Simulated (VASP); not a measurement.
CoO:

```xyz
2
Lattice="1.6022 0.9250 2.5665 -1.6022 0.9250 2.5665 0.0000 -1.8501 2.5665" Properties=species:S:1:pos:R:3 pbc="T T T"
Co    0.0000    0.0000    7.6915
O     0.0000    0.0000    5.7824
```

* Program: VASP 6.6.1
* Task: relaxation of cell and atoms
* Functional: PBEsol
* Dispersion: D3(BJ)
* Potentials or basis: VASP PAW PBE potentials, release 64 (Co, O)
* Cutoff: 600 eV
* k mesh: 7 × 7 × 7
* Occupations: fermi-dirac, width 0.05 eV
* Spin: collinear spin, ferromagnetic start
* Starting moments: [2.0, 0.0] μB

At the start: pressure -11.1 GPa; volume 11.41 Å³/atom.

Problem. Where does the relaxation end?

Solution. Over 7 steps the energy falls by 52.7 meV/atom and the volume is 10.14 Å³/atom (-11.1 %); space group F-43m (No. 216, to 0.05 Å); moment 1.91 μB per cell.

The path:
| step | energy change (eV) | largest force (eV/Å) | pressure (GPa) | volume (Å³) |
| --- | --- | --- | --- | --- |
| 1 | 0.0000 | 0.2318 | -11.09 | 22.82 |
| 2 | -0.1053 | 0.0410 | -0.14 | 20.31 |
| 3 | -0.1053 | 0.0421 | -0.26 | 20.31 |
| 4 | -0.1054 | 0.0140 | 0.02 | 20.28 |
| 5 | -0.1054 | 0.0044 | -0.01 | 20.29 |
| 6 | -0.1054 | 0.0035 | 0.05 | 20.29 |
| 7 | -0.1054 | 0.0049 | 0.04 | 20.28 |

Final structure:
```
CELL_PARAMETERS angstrom
1.53106 0.88396 2.49753
-1.53106 0.88396 2.49753
0.00000 -1.76792 2.49753
ATOMIC_POSITIONS crystal
Co 0.00012 0.00012 0.00012
O 0.74987 0.74987 0.74987
```

Caveat: the PAW data sets were made with another functional, which shifts forces and pressure a little; a cell with one magnetic atom can't hold antiferromagnetic order, which such compounds often take; pairwise dispersion overbinds metals, which lowers pressure and volume.
